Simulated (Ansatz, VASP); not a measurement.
## One calculation of Si, two programs

File INCAR:

```
SYSTEM = Si
PREC = Accurate
ENCUT = 520
EDIFF = 1E-6
ISMEAR = -1
SIGMA = 0.05
LREAL = .FALSE.
LASPH = .TRUE.
NELM = 80
ALGO = Normal
ISIF = 2
LWAVE = .FALSE.
LCHARG = .FALSE.
GGA = PE
NBANDS = 8
```

File KPOINTS:

```
Automatic mesh
0
G
  18 18 18
  0 0 0
```

File POSCAR:

```
Si
1.0
    0.0000000000      1.8843146745      1.8843146745
    1.8843146745      0.0000000000      1.8843146745
    1.8843146745      1.8843146745      0.0000000000
Si
1
Direct
    0.0000000000      0.0000000000      0.0000000000
```

Input for Ansatz:

```yaml
crystal:
  lattice:
    - [0.0, 1.8843146745, 1.8843146745]
    - [1.8843146745, 0.0, 1.8843146745]
    - [1.8843146745, 1.8843146745, 0.0]
  atoms:
    - { symbol: Si, position: [0.0, 0.0, 0.0] }
kpoints:
  mp_grid: { grid: [18, 18, 18] }
scf:
  occupations: { method: fermi_dirac, width: 0.05 }
hamiltonian:
  xc: pbe
  pseudopotentials: { kind: all_electron, lapw: { basis_error: 0.001 } }
output:
  forces: true
  stress: true
  eigenvalues: true
  populations: true
```

Change from the starting cell: volume scaled by 0.92, LAPW.

Alike in both runs: task single point; functional PBE; k mesh 18 × 18 × 18; occupations fermi-dirac, width 0.05 eV; no spin polarisation.

```csv
,VASP,Ansatz
version,VASP 6.6.1,Ansatz 0.2.0
potentials or method,"VASP PAW PBE potentials, release 64 (Si), cutoff 520 eV","all-electron LAPW, scalar-relativistic"
```

VASP gave:

* pressure (GPa): 8.1

Problem. Estimate Ansatz's values.

Solution. Pressure (GPa): 8.2.

Ansatz ran all-electron here, and VASP with PAW potentials.
